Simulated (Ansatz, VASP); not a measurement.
NaI in VASP and in Ansatz

```
Na I
1.0
     0.00000    3.18785    3.23640
     3.18785    0.00000    3.23640
     3.18785    3.18785    0.00000
Na I
1 1
Direct
  0.00000 0.00000 0.00000
  0.50000 0.50000 0.50000
```

Change from the starting cell: strain -0.015 along x and y, +0.000 along z, atoms carried along.

Alike in both runs: task single point; functional PBE; k mesh 6 × 6 × 6; occupations gaussian, width 0.05 eV; no spin polarisation.

|  | VASP | Ansatz |
| --- | --- | --- |
| version | VASP 6.6.1 | Ansatz 0.2.0 |
| potentials or method | VASP PAW PBE potentials, release 64 (Na_pv, I), cutoff 520 eV | scalar-relativistic, plane waves, PAW |
| valence electrons in the cell | 14 | 26 |

|  | VASP | Ansatz | Ansatz less VASP |
| --- | --- | --- | --- |
| gap on the k mesh at the Fermi level (eV) | 3.71 | 3.72 | +0.004 |
| least direct gap on the mesh (eV) | 3.71 | 3.72 | +0.004 |
| pressure (GPa) | 1.0 | 1.0 | -0.01 |
| traceless stress, the component that is largest in VASP (GPa) | -0.30 | -0.30 | +0.002 |

VASP's potentials hold 14 valence electrons a cell and Ansatz's 26, so a difference there can come from the potentials and not from the codes.

Spin-orbit coupling is off throughout.
